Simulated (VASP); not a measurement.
Write the native input for VASP 6.6.1 that does the following.

```yaml
Task: single point
Functional: PBE
Potentials_or_basis: VASP PAW PBE potentials, release 64 (Mg, Ge_d)
Cutoff: 520 eV
k_mesh: 4 × 4 × 4
Occupations: gaussian, width 0.1 eV
Spin: no spin polarisation
Dipole_correction: no
Further_INCAR_settings: ALGO = Normal; EDIFF = 1e-07; NBANDS = 39
```

The structure of MgGe2 lies in POSCAR:

```
MgGe2
1.0
    0.0000000000      3.7842387100      3.7842387100
    3.7842387100      0.0000000000      3.7842387100
    3.7842387100      3.7842387100      0.0000000000
Mg Ge
2 4
Direct
    0.2500000000      0.2500000000      0.2500000000
    0.0000000000      0.0000000000      0.0000000000
    0.6250000000      0.6250000000      0.6250000000
    0.1250000000      0.6250000000      0.6250000000
    0.6250000000      0.1250000000      0.6250000000
    0.6250000000      0.6250000000      0.1250000000
```

One way to write it, as run:

INCAR

```
ALGO = Normal
EDIFF = 1E-7
ENCUT = 520
GGA = PE
ISIF = 2
ISMEAR = 0
LASPH = True
LCHARG = False
LREAL = False
LWAVE = False
NBANDS = 39
NELM = 100
PREC = Accurate
SIGMA = 0.1
```

KPOINTS

```
k-points
0
Gamma
  4 4 4
```

Potentials or basis: VASP PAW PBE potentials, release 64 (Mg, Ge_d).

Command:

```sh
$ cat potpaw_PBE.64/Mg/POTCAR potpaw_PBE.64/Ge_d/POTCAR > POTCAR
$ mpirun -np 1 vasp_std > vasp.out
```

It gave:

```
Pressure               : 10.3 GPa
Band gap on the k mesh : zero (band 30 reaches 6.86 eV, above the bottom of band 31 at 4.40 eV)
```

Run time: 18 s on 1 thread of Intel(R) Xeon(R) 6975P-C (Granite Rapids) (shared host), peak memory 0.24 GiB.
